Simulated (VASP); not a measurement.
# HgTe (Fm-3m) in VASP: single point with PBE

Aim: the single point of HgTe with PBE.

All numbers are computed with VASP 6.6.1; they aren't measurements. Logs are shortened: lines on timing, memory, paths and dates and some standing lists are left out, and cuts for length are marked.

## (1) The cell of the first run

It takes space group Fm-3m (No. 225, cubic). The conventional cell has a = 6.041 Å, b = 6.041 Å, c = 6.041 Å, α = 90.00°, β = 90.00°, γ = 90.00°. Hg (site symmetry m-3m) has 6 Te at 3.02 Å within 4.0 Å. Te (site symmetry m-3m) has 6 Hg at 3.02 Å within 4.0 Å.

## (2) Single point, PBE

Contents of INCAR:

```
PREC = Accurate ; ENCUT = 520
EDIFF = 1E-6 ; ISMEAR = -1
SIGMA = 0.02 ; LREAL = F
LASPH = T ; NELM = 100
ALGO = Normal ; ISIF = 2
LWAVE = F ; LCHARG = F
GGA = PE ; NBANDS = 16
```

Contents of KPOINTS:

```
regular mesh
0
Gamma
  6 6 6
```

Contents of POSCAR:

```
HgTe
1.0
    0.0000000000      3.0204014051      3.0204014051
    3.0204014051      0.0000000000      3.0204014051
    3.0204014051      3.0204014051      0.0000000000
Hg Te
1 1
Direct
    0.0000000000      0.0000000000      0.0000000000
    0.5000000000      0.5000000000      0.5000000000
```

Potentials or basis: VASP PAW PBE potentials, release 64 (Hg, Te).

Started as:

```bash
cat potpaw_PBE.64/Hg/POTCAR potpaw_PBE.64/Te/POTCAR > POTCAR
mpirun -np 1 vasp_std > vasp.out
```

OUTCAR:

```text
PREC = Accurate
   ENCUT = 520
   EDIFF = 1E-6
   ISMEAR = -1
   LREAL = F
   LASPH = T
   NELM = 100
   ISIF = 2
   GGA = PE

 ion  position               nearest neighbor table
   1  0.000  0.000  0.000-   2 3.02   2 3.02   2 3.02   2 3.02   2 3.02   2 3.02
   2  0.500  0.500  0.500-   1 3.02   1 3.02   1 3.02   1 3.02   1 3.02   1 3.02

  LATTYP: Found a face centered cubic cell.
 ALAT       =     6.0408028102

  Lattice vectors:

 A1 = (   0.0000000000,   3.0204014051,   3.0204014051)
 A2 = (   3.0204014051,   0.0000000000,   3.0204014051)
 A3 = (   3.0204014051,   3.0204014051,   0.0000000000)

Analysis of symmetry for initial positions (statically):
=====================================================================
 Subroutine PRICEL returns:
 Original cell was already a primitive cell.

 Routine SETGRP: Setting up the symmetry group for a
 face centered cubic supercell.

 Subroutine GETGRP returns: Found 48 space group operations
[... 9 lines left out ...]

 Routine SETGRP: Setting up the symmetry group for a
 face centered cubic supercell.

 Subroutine GETGRP returns: Found 48 space group operations
[... 11 lines left out ...]
                                     Primitive cell

  volume of cell :      55.1092

  direct lattice vectors                    reciprocal lattice vectors
     0.000000000  3.020401405  3.020401405    -0.165540911  0.165540911  0.165540911
     3.020401405  0.000000000  3.020401405     0.165540911 -0.165540911  0.165540911
     3.020401405  3.020401405  0.000000000     0.165540911  0.165540911 -0.165540911

  length of vectors
     4.271492631  4.271492631  4.271492631     0.286725268  0.286725268  0.286725268

  position of ions in fractional coordinates (direct lattice)
     0.000000000  0.000000000  0.000000000
     0.500000000  0.500000000  0.500000000

  ion indices of the primitive-cell ions
   primitive index   ion index
                 1           1
                 2           2

----------------------------------------------------------------------------------------

 KPOINTS: regular mesh

Automatic generation of k-mesh.
 Grid dimensions read from file:
 generate k-points for:    6    6    6

 Generating k-lattice:

[... 39 lines left out ...]
   ions per type =               1   1
   NGX,Y,Z   is equivalent  to a cutoff of  12.45, 12.45, 12.45 a.u.
   NGXF,Y,Z  is equivalent  to a cutoff of  24.91, 24.91, 24.91 a.u.
 SYSTEM =  unknown system
   PREC   = accura    normal or accurate (medium, high low for compatibility)
   ISTART =      0    job   : 0-new  1-cont  2-samecut
   ICHARG =      2    charge: 1-file 2-atom 10-const
   ISPIN  =      1    spin polarized calculation?
   LNONCOLLINEAR =      F non collinear calculations
   LSORBIT =      F    spin-orbit coupling
   LASPH  =      T    aspherical Exc in radial PAW
   ENCUT  =  520.0 eV  38.22 Ry    6.18 a.u.   7.94  7.94  7.94*2*pi/ulx,y,z
   NELM   =    100;   NELMIN=  2; NELMDL= -5     # of ELM steps
   EDIFF  = 0.1E-05   stopping-criterion for ELM
   LREAL  =      F    real-space projection
   EDIFFG = 0.1E-04   stopping-criterion for IOM
   NSW    =      0    number of steps for IOM
   IBRION =     -1    ionic relax: 0-MD 1-quasi-New 2-CG
   NFREE  =      0    steps in history (QN), initial steepest desc. (CG)
   ISIF   =      2    stress and relaxation
   ISYM   =      2    0-nonsym 1-usesym 2-fastsym
   POTIM  = 0.5000    time-step for ionic-motion
   TEBEG  =    0.0;   TEEND  =   0.0 temperature during run
   PSTRESS=    0.0 pullay stress
   NELECT =      18.0000    total number of electrons
   NUPDOWN=      -1.0000    fix difference up-down
   EMIN   =  10.00;   EMAX   =-10.00  energy-range for DOS
   EFERMI =   0.00;   METHOD = LEGACY
   ISMEAR =    -1;   SIGMA  =   0.02  broadening in eV -4-tet -1-fermi 0-gaus
   EFERMI_NEDOS =   21; number of points for ismear=-14 and -15
   IALGO  =     38    algorithm
   IMIX   =      4    mixing-type and parameters
     AMIX     =   0.40;   BMIX     =  1.00
     AMIX_MAG =   1.60;   BMIX_MAG =  1.00
  volume/ion in A,a.u.               =      27.55       185.95
  Fermi-wavevector in a.u.,A,eV,Ry     =   1.127434  2.130541 17.294457  1.271107
  Thomas-Fermi vector in A             =   2.264120
   LORBIT       =      0    0 simple, 1 ext, 2 COOP (PROOUT), +10 PAW based schemes
   GGA     = PE    functional components
[... 5 lines left out ...]
 non-spin polarized calculation
  energy-cutoff  :      520.00
  volume of cell :       55.11
 maximum number of plane-waves:      1524
   NGX = 15   NGY = 15   NGZ = 15

 number of electron      18.0000002 magnetization

 Free energy of the ion-electron system (eV)
  ---------------------------------------------------
  ext. energy  EPLUGINS =         0.00000000
  ---------------------------------------------------
  free energy    TOTEN  =        -3.35936019 eV

  energy without entropy =       -3.35613536  energy(sigma->0) =       -3.35774777

 E-fermi :   4.8296     XC(G=0): -10.0139

 val. band max:        4.7053981333   @ k =   0.3333   0.0000   0.0000
 cond. band min:       4.8368471997   @ k =  -0.3333   0.1667   0.0000
 fundamental gap:      0.1314490664
 Fermi energy:         4.8296137788

 k-point     1 :       0.0000    0.0000    0.0000
  band No.  band energies     occupation
      1      -7.5237      2.00000
      2      -2.0808      2.00000
      3      -2.0808      2.00000
      4      -2.0193      2.00000
      5      -2.0193      2.00000
      6      -2.0193      2.00000
[... 281 lines left out ...]
      3      -2.1175      2.00000
      4      -1.9295      2.00000
      5      -1.7569      2.00000
      6      -1.2442      2.00000
[... 8 lines left out ...]
     15      16.2491      0.00000
     16      17.6564      0.00000

------------------------ aborting loop because EDIFF is reached ----------------------------------------

  FORCE on cell =-STRESS in cart. coord.  units (eV):
  Direction    XX          YY          ZZ          XY          YZ          ZX
  --------------------------------------------------------------------------------------
  -------------------------------------------------------------------------------------
  Total        0.9194668      0.9194668      0.9194668      0.0000000      0.0000000     -0.0000000
  in kB       26.7314593     26.7314593     26.7314593      0.0000000      0.0000000     -0.0000000
  external PRESSURE =      26.7314593 kB  Pullay stress =       0.0000000 kB

 VOLUME and BASIS-vectors are now :
 -----------------------------------------------------------------------------
  energy-cutoff  :      520.00
  volume of cell :       55.11
      direct lattice vectors                 reciprocal lattice vectors
     0.000000000  3.020401405  3.020401405    -0.165540911  0.165540911  0.165540911
     3.020401405  0.000000000  3.020401405     0.165540911 -0.165540911  0.165540911
     3.020401405  3.020401405  0.000000000     0.165540911  0.165540911 -0.165540911

 POSITION                                       TOTAL-FORCE (eV/Angst)
 -----------------------------------------------------------------------------------
      0.00000      0.00000      0.00000        -0.000000     -0.000000     -0.000000
      3.02040      3.02040      3.02040         0.000000      0.000000      0.000000
 -----------------------------------------------------------------------------------
    total drift:                                0.000000     -0.000000     -0.000000

  FREE ENERGIE OF THE ION-ELECTRON SYSTEM (eV)
  ---------------------------------------------------
  free  energy   TOTEN  =        -3.3593601853 eV

  energy  without entropy=       -3.3561353625  energy(sigma->0) =       -3.35774777
```

stdout:

```text
POSCAR found type information on POSCAR HgTe
 POSCAR found :  2 types and       2 ions
 scaLAPACK will be used
 LDA part: xc-table for (Slater+PW92), standard interpolation
 POSCAR, INCAR and KPOINTS ok, starting setup
 FFT: planning ... GRIDC
 FFT: planning ... GRID_SOFT
 FFT: planning ... GRID
 WAVECAR not read
 entering main loop
```

Wall time 13 s (1 thread of AMD EPYC 7R43 (Zen 3), shared host); peak memory 0.14 GiB.

Results:

```yaml
Free_energy: -3.3594 eV
Pressure: 2.7 GPa
Band_gap_on_the_k_mesh: zero (band 9 reaches 5.02 eV, above the bottom of band 10 at 2.34 eV)
```

Caveat: spin-orbit coupling is left out, which moves the levels of the heavy elements.
